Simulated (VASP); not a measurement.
Ba3Hg, 4 atoms in the cell. It takes space group I4/mmm (No. 139, tetragonal). Conventional cell: a = 5.477 Å, b = 5.477 Å, c = 12.174 Å, α = 90.00°, β = 90.00°, γ = 90.00°. Within 5.1 Å of Ba (site symmetry 4/mmm) lie 4 Hg at 3.87 Å and 8 Ba at 4.09 Å. Ba (site symmetry -4m2) has 8 Ba at 3.87 to 4.09 Å and 4 Hg at 4.09 Å within 5.1 Å. Within 5.1 Å of Hg (site symmetry 4/mmm) lie 12 Ba at 3.87 to 4.09 Å. 

| Property | Result |
| --- | --- |
| Program | VASP 6.6.1 |
| Task | single point |
| Functional | PBE |
| Potentials or basis | VASP PAW PBE potentials, release 64 (Ba_sv, Hg) |
| Cutoff | 520 eV |
| k mesh | 6 × 6 × 6 |
| Occupations | gaussian, width 0.1 eV |
| Spin | no spin polarisation |
| Dipole correction | no |
| Further INCAR settings | ALGO = Fast; EDIFF = 1e-07; NBANDS = 29 |

Potentials or basis: VASP PAW PBE potentials, release 64 (Ba_sv, Hg).

Run with:

```bash
$ cat potpaw_PBE.64/Ba_sv/POTCAR potpaw_PBE.64/Hg/POTCAR > POTCAR
$ mpirun -np 1 vasp_std > vasp.out
```

Hardware: 1 thread of Intel(R) Xeon(R) Platinum 8375C CPU @ 2.90GHz (Ice Lake), on a shared host.

**Question.** How long does it take, and how much memory?

**Answer.** Wall time 5.2 min on 1 thread of Intel(R) Xeon(R) Platinum 8375C CPU @ 2.90GHz (Ice Lake), with other jobs on the host, peak memory 0.47 GiB. Counts: scf iterations 17, k points 30.
